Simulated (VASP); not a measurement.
# BAs (Pm-3m) in VASP: further runs

Aim: see how the results for BAs move with the level of theory and the settings. Levels: r2SCAN50, HF, PBE. Tasks: single point.

Program: VASP 6.6.1. These are calculated values, not measurements. Logs are shortened: lines on timing, memory, paths and dates and some standing lists are left out, and cuts for length are marked.

**1. The cell of the first run**

The structure is cubic, space group Pm-3m (No. 221). The conventional cell has a = 2.934 Å, b = 2.934 Å, c = 2.934 Å, α = 90.00°, β = 90.00°, γ = 90.00°. Within 3.4 Å of B (site symmetry m-3m) lie 8 As at 2.54 Å and 6 B at 2.93 Å. As (site symmetry m-3m) has 8 B at 2.54 Å and 6 As at 2.93 Å within 3.4 Å.

**2. Single point, r2SCAN50**

File POSCAR:

```
BAs
1.0
    2.9343700000      0.0000000000      0.0000000000
    0.0000000000      2.9343700000      0.0000000000
    0.0000000000      0.0000000000      2.9343700000
B As
1 1
Direct
    0.5000000000      0.5000000000      0.5000000000
    0.0000000000      0.0000000000      0.0000000000
```

File INCAR.step1:

```
SYSTEM = BAs
PREC = Accurate
ENCUT = 520
EDIFF = 1E-5
ISMEAR = -1
SIGMA = 0.05
LREAL = .FALSE.
LASPH = .TRUE.
NELM = 80
ALGO = Normal
ISIF = 2
LWAVE = .TRUE.
LCHARG = .FALSE.
NBANDS = 11
GGA = PE
```

File INCAR.step2:

```
SYSTEM = BAs
PREC = Accurate
ENCUT = 520
EDIFF = 1E-7
ISMEAR = -1
SIGMA = 0.05
LREAL = .FALSE.
LASPH = .TRUE.
NELM = 80
ALGO = Normal
ISIF = 2
LWAVE = .FALSE.
LCHARG = .FALSE.
METAGGA = R2SCAN
LHFCALC = .TRUE.
AEXX = 0.5
LMIXTAU = .TRUE.
PRECFOCK = Normal
NBANDS = 11
ISTART = 1
```

File KPOINTS:

```
regular mesh
0
G
  5 5 5
  0 0 0
```

Potentials or basis: VASP PAW PBE potentials, release 64 (B, As).

Launch:

```
$ cat potpaw_PBE.64/B/POTCAR potpaw_PBE.64/As/POTCAR > POTCAR
$ cp INCAR.step1 INCAR
$ mpirun -np 1 vasp_std > vasp.out
$ cp INCAR.step2 INCAR
$ mpirun -np 1 vasp_std > vasp.out
```

OUTCAR:

```text
SYSTEM = BAs
   PREC = Accurate
   ENCUT = 520
   EDIFF = 1E-7
   ISMEAR = -1
   LREAL = .FALSE.
   LASPH = .TRUE.
   NELM = 80
   ISIF = 2
   METAGGA = R2SCAN
   LHFCALC = .TRUE.
   AEXX = 0.5
   PRECFOCK = Normal
   ISTART = 1

 ion  position               nearest neighbor table
   1  0.500  0.500  0.500-   2 2.54   2 2.54   2 2.54   2 2.54   2 2.54   2 2.54   2 2.54   2 2.54

   2  0.000  0.000  0.000-   1 2.54   1 2.54   1 2.54   1 2.54   1 2.54   1 2.54   1 2.54   1 2.54

  LATTYP: Found a simple cubic cell.
 ALAT       =     2.9343700000

  Lattice vectors:

 A1 = (   2.9343700000,   0.0000000000,   0.0000000000)
 A2 = (   0.0000000000,   2.9343700000,   0.0000000000)
 A3 = (   0.0000000000,   0.0000000000,   2.9343700000)

Analysis of symmetry for initial positions (statically):
=====================================================================
 Subroutine PRICEL returns:
 Original cell was already a primitive cell.

 Routine SETGRP: Setting up the symmetry group for a
 simple cubic supercell.

 Subroutine GETGRP returns: Found 48 space group operations
 (whereof 48 operations were pure point group operations)
 out of a pool of 48 trial point group operations.

The static configuration has the point symmetry O_h .

Analysis of symmetry for dynamics (positions and initial velocities):
=====================================================================
 Subroutine PRICEL returns:
 Original cell was already a primitive cell.

 Routine SETGRP: Setting up the symmetry group for a
 simple cubic supercell.

 Subroutine GETGRP returns: Found 48 space group operations
 (whereof 48 operations were pure point group operations)
 out of a pool of 48 trial point group operations.

The dynamic configuration has the point symmetry O_h .

 Subroutine INISYM returns: Found 48 space group operations
 (whereof 48 operations are pure point group operations),
 and found     1 'primitive' translations

----------------------------------------------------------------------------------------

                                     Primitive cell

  volume of cell :      25.2665

  direct lattice vectors                    reciprocal lattice vectors
     2.934370000  0.000000000  0.000000000     0.340788653  0.000000000  0.000000000
     0.000000000  2.934370000  0.000000000     0.000000000  0.340788653  0.000000000
     0.000000000  0.000000000  2.934370000     0.000000000  0.000000000  0.340788653

  length of vectors
     2.934370000  2.934370000  2.934370000     0.340788653  0.340788653  0.340788653

  position of ions in fractional coordinates (direct lattice)
     0.500000000  0.500000000  0.500000000
     0.000000000  0.000000000  0.000000000

  ion indices of the primitive-cell ions
   primitive index   ion index
                 1           1
                 2           2

----------------------------------------------------------------------------------------

 KPOINTS: regular mesh

Automatic generation of k-mesh.
 Grid dimensions read from file:
 generate k-points for:    5    5    5

 Generating k-lattice:

  Cartesian coordinates                     Fractional coordinates (reciprocal lattice)
     0.068157731  0.000000000  0.000000000     0.200000000  0.000000000  0.000000000
     0.000000000  0.068157731  0.000000000     0.000000000  0.200000000  0.000000000
     0.000000000  0.000000000  0.068157731     0.000000000  0.000000000  0.200000000

  Length of vectors
     0.068157731  0.068157731  0.068157731

  Shift w.r.t. Gamma in fractional coordinates (k-lattice)
     0.000000000  0.000000000  0.000000000

 Subroutine IBZKPT returns following result:
 ===========================================

 Found     10 irreducible k-points:

 Following reciprocal coordinates:
            Coordinates               Weight
  0.000000  0.000000  0.000000      1.000000
  0.200000  0.000000  0.000000      6.000000
  0.400000  0.000000  0.000000      6.000000
  0.200000  0.200000  0.000000     12.000000
  0.400000  0.200000  0.000000     24.000000
  0.400000  0.400000  0.000000     12.000000
  0.200000  0.200000  0.200000      8.000000
  0.400000  0.200000  0.200000     24.000000
  0.400000  0.400000  0.200000     24.000000
  0.400000  0.400000  0.400000      8.000000
   k-points           NKPTS =     10   k-points in BZ     NKDIM =    125   number of bands    NBANDS=     11
   number of dos      NEDOS =    301   number of ions     NIONS =      2
   total plane-waves  NPLWV =  13824
   dimension x,y,z NGX =    24 NGY =   24 NGZ =   24
   dimension x,y,z NGXF=    48 NGYF=   48 NGZF=   48
   ions per type =               1   1
   NGX,Y,Z   is equivalent  to a cutoff of  13.60, 13.60, 13.60 a.u.
   NGXF,Y,Z  is equivalent  to a cutoff of  27.19, 27.19, 27.19 a.u.
 SYSTEM =  BAs
   PREC   = accura    normal or accurate (medium, high low for compatibility)
   ISTART =      1    job   : 0-new  1-cont  2-samecut
   ICHARG =      0    charge: 1-file 2-atom 10-const
   ISPIN  =      1    spin polarized calculation?
   LNONCOLLINEAR =      F non collinear calculations
   LSORBIT =      F    spin-orbit coupling
   LASPH  =      T    aspherical Exc in radial PAW
   ENCUT  =  520.0 eV  38.22 Ry    6.18 a.u.   5.46  5.46  5.46*2*pi/ulx,y,z
   NELM   =     80;   NELMIN=  2; NELMDL=  0     # of ELM steps
   EDIFF  = 0.1E-06   stopping-criterion for ELM
   LREAL  =      F    real-space projection
   EDIFFG = 0.1E-05   stopping-criterion for IOM
   NSW    =      0    number of steps for IOM
   IBRION =     -1    ionic relax: 0-MD 1-quasi-New 2-CG
   NFREE  =      0    steps in history (QN), initial steepest desc. (CG)
   ISIF   =      2    stress and relaxation
   ISYM   =      3    0-nonsym 1-usesym 2-fastsym
   POTIM  = 0.5000    time-step for ionic-motion
   TEBEG  =    0.0;   TEEND  =   0.0 temperature during run
   PSTRESS=    0.0 pullay stress
   NELECT =       8.0000    total number of electrons
   NUPDOWN=      -1.0000    fix difference up-down
   EMIN   =  10.00;   EMAX   =-10.00  energy-range for DOS
   EFERMI =   0.00;   METHOD = LEGACY
   ISMEAR =    -1;   SIGMA  =   0.05  broadening in eV -4-tet -1-fermi 0-gaus
   EFERMI_NEDOS =   21; number of points for ismear=-14 and -15
   IALGO  =     38    algorithm
   IMIX   =      1    mixing-type and parameters
     AMIX     =   0.40;   BMIX     =  1.00
     AMIX_MAG =   1.60;   BMIX_MAG =  1.00
  volume/ion in A,a.u.               =      12.63        85.25
  Fermi-wavevector in a.u.,A,eV,Ry     =   1.115809  2.108574 16.939665  1.245030
  Thomas-Fermi vector in A             =   2.252417
   LORBIT       =      0    0 simple, 1 ext, 2 COOP (PROOUT), +10 PAW based schemes
   METAGGA = R2SCAN    functional components
   LHFCALC =     T    Hartree Fock is set to
   PRECFOCK=normal    Normal, Fast or Accurate (Low or Medium for compatibility)
   ENCUT4O =  -1.0   cutoff for four orbital integrals eV
   NKREDX  =     1    reduce k-point grid by
   NKREDY  =     1    reduce k-point grid by
   NKREDZ  =     1    reduce k-point grid by
   AEXX    =    0.5000 exact exchange contribution
   HFSCREEN=    0.0000 screening length (either q_TF or 0.3 A-1)
   HFSCREENC=   0.0000 screening length for correlation (either q_TF or 0.3 A-1)
   ENCUTFOCK=  -1.0 apply spherical cutoff to Coloumb kernel
   IVDW    =     0    specifies the selected vdW correction
   LEPSILON=     F    determine dielectric tensor
   LRPA    =     F    only Hartree local field effects (RPA)
 non-spin polarized calculation
  energy-cutoff  :      520.00
  volume of cell :       25.27
 maximum number of plane-waves:       691
 NGX is ok and might be reduce to    24
  NGX = 18; NGY = 18; NGZ = 18

 number of electron       8.0000000 magnetization

 Free energy of the ion-electron system (eV)
  ---------------------------------------------------
  ext. energy  EPLUGINS =         0.00000000
  ---------------------------------------------------
  free energy    TOTEN  =       -18.40489612 eV

  energy without entropy =      -18.40489600  energy(sigma->0) =      -18.40489606

 E-fermi :   7.2139     XC(G=0):  -6.8034

 val. band max:        6.4477661799   @ k =   0.4000   0.4000   0.2000
 cond. band min:       7.8210423239   @ k =   0.0000   0.0000   0.0000
 fundamental gap:      1.3732761441
 Fermi energy:         7.2138930455

 k-point     1 :       0.0000    0.0000    0.0000
  band No.  band energies     occupation
      1     -13.7171      2.00000
      2       5.1439      2.00000
      3       5.1439      2.00000
      4       5.1439      2.00000
      5       7.8210      0.00001
      6      14.2658      0.00000
      7      14.2658      0.00000
      8      19.7921      0.00000
      9      19.7921      0.00000
     10      19.7921      0.00000
     11      29.1777      0.00000

 k-point     2 :       0.2000    0.0000    0.0000
  band No.  band energies     occupation
      1     -12.9388      2.00000
      2      -0.3059      2.00000
      3       6.2001      2.00000
      4       6.2001      2.00000
      5       9.8274      0.00000
      6      14.9988      0.00000
      7      17.6265      0.00000
      8      17.8580      0.00000
      9      17.8580      0.00000
     10      19.5732      0.00000
     11      26.5102      0.00000

 k-point     3 :       0.4000    0.0000    0.0000
  band No.  band energies     occupation
      1     -10.7643      2.00000
      2      -5.7064      2.00000
      3      10.0151      0.00000
      4      10.0151      0.00000
      5      11.6984      0.00000
      6      13.8814      0.00000
      7      13.8814      0.00000
      8      14.7664      0.00000
      9      17.1206      0.00000
     10      21.4957      0.00000
     11      26.9678      0.00000

 k-point     4 :       0.2000    0.2000    0.0000
  band No.  band energies     occupation
      1     -12.1566      2.00000
      2       0.0562      2.00000
      3       1.1471      2.00000
      4       8.2485      0.00000
      5      12.0324      0.00000
      6      13.6725      0.00000
      7      17.1093      0.00000
      8      18.4965      0.00000
      9      18.6562      0.00000
     10      21.2789      0.00000
     11      25.1583      0.00000

 k-point     5 :       0.4000    0.2000    0.0000
  band No.  band energies     occupation
      1      -9.9697      2.00000
      2      -4.9101      2.00000
      3       3.1687      2.00000
      4       8.7278      0.00000
      5      10.7607      0.00000
      6      14.1046      0.00000
      7      14.2426      0.00000
      8      16.7878      0.00000
      9      21.1680      0.00000
     10      23.5773      0.00000
     11      25.2393      0.00000

 k-point     6 :       0.4000    0.4000    0.0000
  band No.  band energies     occupation
      1      -7.7487      2.00000
      2      -2.8550      2.00000
      3      -2.1514      2.00000
      4       2.0950      2.00000
      5      12.5971      0.00000
      6      14.4199      0.00000
      7      15.8760      0.00000
      8      17.3016      0.00000
      9      22.4260      0.00000
     10      22.5523      0.00000
     11      23.4998      0.00000

 k-point     7 :       0.2000    0.2000    0.2000
  band No.  band energies     occupation
      1     -11.3715      2.00000
      2       0.4201      2.00000
      3       2.0498      2.00000
      4       2.0498      2.00000
      5      12.7570      0.00000
      6      15.3611      0.00000
      7      15.3611      0.00000
      8      15.7308      0.00000
      9      21.6573      0.00000
     10      21.6573      0.00000
     11      26.3927      0.00000

 k-point     8 :       0.4000    0.2000    0.2000
  band No.  band energies     occupation
      1      -9.1767      2.00000
      2      -4.1204      2.00000
      3       3.3760      2.00000
      4       4.6938      2.00000
      5       8.7026      0.00000
      6      10.3062      0.00000
      7      16.0723      0.00000
      8      17.0021      0.00000
      9      23.5371      0.00000
     10      24.7695      0.00000
     11      25.0345      0.00000

 k-point     9 :       0.4000    0.4000    0.2000
  band No.  band energies     occupation
      1      -6.9654      2.00000
      2      -2.1243      2.00000
      3      -1.3016      2.00000
      4       2.7903      2.00000
      5       6.4478      2.00000
      6      10.8416      0.00000
      7      12.7564      0.00000
      8      15.0347      0.00000
      9      24.5457      0.00000
     10      26.4213      0.00000
     11      26.5181      0.00000

 k-point    10 :       0.4000    0.4000    0.4000
  band No.  band energies     occupation
      1      -4.8148      2.00000
      2      -0.2892      2.00000
      3       1.2521      2.00000
      4       1.2521      2.00000
      5       3.9114      2.00000
      6       5.9732      2.00000
      7       5.9732      2.00000
      8      10.4252      0.00000
      9      28.3557      0.00000
     10      29.4178      0.00000
     11      29.4178      0.00000

------------------------ aborting loop because EDIFF is reached ----------------------------------------

  FORCE on cell =-STRESS in cart. coord.  units (eV):
  Direction    XX          YY          ZZ          XY          YZ          ZX
  --------------------------------------------------------------------------------------
  -------------------------------------------------------------------------------------
  Total       -1.9274467     -1.9274467     -1.9274467      0.0000000      0.0000000     -0.0000000
  in kB     -122.2217042   -122.2217042   -122.2217042      0.0000000      0.0000000     -0.0000000
  external PRESSURE =    -122.2217042 kB  Pullay stress =       0.0000000 kB

 VOLUME and BASIS-vectors are now :
 -----------------------------------------------------------------------------
  energy-cutoff  :      520.00
  volume of cell :       25.27
      direct lattice vectors                 reciprocal lattice vectors
     2.934370000  0.000000000  0.000000000     0.340788653  0.000000000  0.000000000
     0.000000000  2.934370000  0.000000000     0.000000000  0.340788653  0.000000000
     0.000000000  0.000000000  2.934370000     0.000000000  0.000000000  0.340788653

 POSITION                                       TOTAL-FORCE (eV/Angst)
 -----------------------------------------------------------------------------------
      1.46718      1.46718      1.46718         0.000000      0.000000      0.000000
      0.00000      0.00000      0.00000         0.000000      0.000000      0.000000
 -----------------------------------------------------------------------------------
    total drift:                                0.000000      0.000000      0.000000

  FREE ENERGIE OF THE ION-ELECTRON SYSTEM (eV)
  ---------------------------------------------------
  free  energy   TOTEN  =       -18.4048961249 eV

  energy  without entropy=      -18.4048959990  energy(sigma->0) =      -18.40489606
```

It took 2.1 min on 1 thread of Intel Xeon 6975P-C (Granite Rapids), shared host; peak memory 0.15 GiB.

What came out:

- Free energy: -18.4049 eV
- Pressure: -12.2 GPa
- Band gap on the k mesh: zero (band 4 reaches 10.02 eV, above the bottom of band 5 at 3.91 eV)

Levels at points of the mesh, in eV from the Fermi level:
```
           k point  band 2  band 3  band 4  band 5  band 6  band 7
(0.00, 0.00, 0.00)   -2.07   -2.07   -2.07    0.61    7.05    7.05
```

Caveat: the k points lie up to 0.43 Å⁻¹ apart; the PAW data sets were made with another functional, which shifts forces and pressure a little.

**3. Single point, HF**

POSCAR is that of step 2.

File INCAR.step1:

```
ALGO = Normal
EDIFF = 1E-5
ENCUT = 520
GGA = PE
ISIF = 2
ISMEAR = -1
LASPH = T
LREAL = F
LWAVE = T
NBANDS = 11
NELM = 60
PREC = Accurate
SIGMA = 0.05
```

File INCAR.step2:

```
AEXX = 1.0
AGGAC = 0.0
ALDAC = 0.0
ALGO = Normal
EDIFF = 1E-6
ENCUT = 520
GGA = PE
ISIF = 2
ISMEAR = -1
ISTART = 1
LASPH = T
LCHARG = T
LELF = T
LHFCALC = T
LREAL = F
LVHAR = T
LWAVE = F
NBANDS = 11
NELM = 60
PREC = Accurate
PRECFOCK = Normal
SIGMA = 0.05
```

File KPOINTS:

```
k-points
0
Gamma
  5 5 5
```

Potentials or basis: VASP PAW PBE potentials, release 64 (B, As).

Launch:

```
$ cat potpaw_PBE.64/B/POTCAR potpaw_PBE.64/As/POTCAR > POTCAR
$ cp INCAR.step1 INCAR
$ mpirun -np 1 vasp_std > vasp.out
$ cp INCAR.step2 INCAR
$ mpirun -np 1 vasp_std > vasp.out
```

Run time: 2.2 min. Hardware: 1 thread of Intel Xeon 6975P-C (Granite Rapids), shared host; peak memory 0.14 GiB.

The run converged. Its results:

```
Free energy            : -13.9492 eV
Pressure               : -0.8 GPa
Band gap on the k mesh : zero (band 4 reaches 12.52 eV, above the bottom of band 5 at 3.95 eV)
```

Levels at points of the mesh, in eV from the Fermi level:
```csv
k point,band 1,band 2,band 3,band 4,band 5,band 6,band 7,band 8
"(0.00, 0.00, 0.00)",-25.21,-3.11,-3.11,-3.11,1.61,9.10,9.10,15.62
```

Caveat: the k points lie up to 0.43 Å⁻¹ apart; the PAW data sets were made with another functional, which shifts forces and pressure a little.

**4. Single point, PBE**

File INCAR:

```
SYSTEM = BAs
PREC = Accurate
ENCUT = 500
EDIFF = 1E-6
ISMEAR = -1
SIGMA = 0.03
LREAL = .FALSE.
LASPH = .TRUE.
NELM = 120
ALGO = Normal
ISIF = 2
LWAVE = .FALSE.
LCHARG = .TRUE.
GGA = PE
LELF = .TRUE.
LVHAR = .TRUE.
NBANDS = 11
GGA_COMPAT = .FALSE.
```

File KPOINTS:

```
regular mesh
0
G
  5 5 5
  0 0 0
```

POSCAR is that of step 3.

Launch:

```
$ cat potpaw_PBE.64/B/POTCAR potpaw_PBE.64/As/POTCAR > POTCAR
$ mpirun -np 1 vasp_std > vasp.out
```

Wall time 6.9 s (1 thread of Intel Xeon 8259CL, shared host); peak memory 0.13 GiB.

It converged, with:

- Free energy: -8.3118 eV
- Pressure: -2.9 GPa
- Band gap on the k mesh: zero (band 4 reaches 8.82 eV, above the bottom of band 5 at 5.33 eV)

Levels at points of the mesh, in eV from the Fermi level:
```
           k point  band 1  band 2  band 3  band 4  band 5  band 6  band 7  band 8  band 9
(0.00, 0.00, 0.00)  -15.87   -1.00   -1.00   -1.00   -0.42    5.53    5.53    9.14    9.14
```

Caveat: the k points lie up to 0.43 Å⁻¹ apart.

**5. Single point, PBE**

This run uses another cell than the first one, of 11.88 Å³/atom, 0.940 times its volume.

File INCAR:

```
SYSTEM = BAs
PREC = Accurate
ENCUT = 500
EDIFF = 1E-6
ISMEAR = -1
SIGMA = 0.05
LREAL = .False.
LASPH = .True.
NELM = 120
ALGO = Normal
ISIF = 2
LWAVE = .False.
LCHARG = .False.
GGA = PE
NBANDS = 11
GGA_COMPAT = .False.
```

File KPOINTS:

```
Automatic mesh
0
Gamma
  9 9 9
  0 0 0
```

File POSCAR:

```
BAs
1.0
    2.8744680898      0.0000000000      0.0000000000
    0.0000000000      2.8744680898      0.0000000000
    0.0000000000      0.0000000000      2.8744680898
B As
1 1
Direct
    0.5000000000      0.5000000000      0.5000000000
    0.0000000000      0.0000000000      0.0000000000
```

Launch:

```
$ cat potpaw_PBE.64/B/POTCAR potpaw_PBE.64/As/POTCAR > POTCAR
$ mpirun -np 1 vasp_std > vasp.out
```

Run time: 7 s. Hardware: 1 thread of Intel Xeon 6975P-C, shared host; peak memory 0.14 GiB.

The run converged. Its results:

- Free energy: -8.3104 eV
- Pressure: 7.9 GPa
- Band gap on the k mesh: zero (band 4 reaches 10.21 eV, above the bottom of band 5 at 5.54 eV)

Levels at points of the mesh, in eV from the Fermi level:
```
           k point  band 1  band 2  band 3  band 4  band 5  band 6  band 7  band 8
(0.00, 0.00, 0.00)  -16.26   -0.82   -0.82   -0.82    0.42    5.69    5.69   10.09
```

**6. The runs side by side**

```tsv
level	cell	k mesh	cutoff (eV)	smearing	grid for exact exchange (PRECFOCK)	gap on the mesh (eV)	pressure (GPa)
r2SCAN50	a = 2.934 Å, 2 atoms	5 × 5 × 5	520	fermi-dirac 0.05 eV	Normal	none	-12.2
HF	a = 2.934 Å, 2 atoms	5 × 5 × 5	520	fermi-dirac 0.05 eV	Normal	none	-0.8
PBE	a = 2.934 Å, 2 atoms	5 × 5 × 5	500	fermi-dirac 0.03 eV	-	none	-2.9
PBE	a = 2.874 Å, 2 atoms	9 × 9 × 9	500	fermi-dirac 0.05 eV	-	none	7.9
```

Alike in all rows: task single point; potentials or basis VASP PAW PBE potentials, release 64 (B, As); no spin polarisation.

Caveats: some runs use coarse meshes; the PAW data sets were made with another functional, which shifts forces and pressure a little (some runs).

Absolute energies hang on the potentials; compare differences alone.
